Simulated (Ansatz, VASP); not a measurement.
One calculation of GaN, two programs

The input INCAR:

```
SYSTEM = GaN
PREC = Accurate
ENCUT = 520
EDIFF = 1E-6
ISMEAR = 0
SIGMA = 0.05
LREAL = .False.
LASPH = .True.
NELM = 60
ALGO = Normal
ISIF = 2
LWAVE = .False.
LCHARG = .False.
GGA = PE
NBANDS = 46
```

File KPOINTS:

```
regular mesh
0
Gamma
  8 8 3
  0 0 0
```

Contents of POSCAR:

```
GaN
1.0
   -2.2742384928     -2.2742384928      0.0000000000
    2.2742384928     -2.2742384928      0.0000000000
    0.0000000000      0.0000000000      8.9469539710
Ga N
4 4
Direct
    0.5000000000      0.5000000000      0.1906435280
    0.0000000000      0.0000000000      0.4448348986
    0.5000000000      0.5000000000      0.6990262692
    0.0000000000      0.0000000000      0.9532176398
    0.5000000000      0.0000000000      0.3177392133
    0.0000000000      0.5000000000      0.5719305839
    0.5000000000      0.0000000000      0.8261219545
    0.0000000000      0.5000000000      0.0635478427
```

Input for Ansatz:

```yaml
crystal:
  lattice:
    - [-2.2742384928, -2.2742384928, 0.0]
    - [2.2742384928, -2.2742384928, 0.0]
    - [0.0, 0.0, 8.946953971]
  atoms:
    - { symbol: Ga, position: [0.5, 0.5, 0.190643528] }
    - { symbol: Ga, position: [0.0, 0.0, 0.4448348986] }
    - { symbol: Ga, position: [0.5, 0.5, 0.6990262692] }
    - { symbol: Ga, position: [0.0, 0.0, 0.9532176398] }
    - { symbol: "N", position: [0.5, 0.0, 0.3177392133] }
    - { symbol: "N", position: [0.0, 0.5, 0.5719305839] }
    - { symbol: "N", position: [0.5, 0.0, 0.8261219545] }
    - { symbol: "N", position: [0.0, 0.5, 0.0635478427] }
basis:
  ecutwfc: 420
kpoints:
  mp_grid: { grid: [8, 8, 3] }
hamiltonian:
  xc: pbe
scf:
  occupations: { method: gaussian, width: 0.05 }
output:
  forces: true
  stress: true
  eigenvalues: true
```

Alike in both runs: task single point; functional PBE; k mesh 8 × 8 × 3; occupations gaussian, width 0.05 eV; no spin polarisation.

|  | VASP | Ansatz |
| --- | --- | --- |
| version | VASP 6.6.1 | Ansatz 0.2.0 |
| potentials or method | VASP PAW PBE potentials, release 64 (Ga_d, N), cutoff 520 eV | scalar-relativistic, plane waves, PAW |
| valence electrons in the cell | 72 | 72 |

```tsv
	VASP	Ansatz	Ansatz less VASP
gap on the k mesh at the Fermi level (eV)	1.59	1.58	-0.006
least direct gap on the mesh (eV)	1.59	1.58	-0.006
pressure (GPa)	3.3	3.3	-0.06
traceless stress, the component that is largest in VASP (GPa)	-1.35	-1.38	-0.037
rms of the force components (eV/Å)	0.493	0.495	+0.0024
```

Atom by atom the forces differ by 0.003 eV/Å (rms over components). With one functional, cell and mesh, what is left measures potentials, basis and numerics.
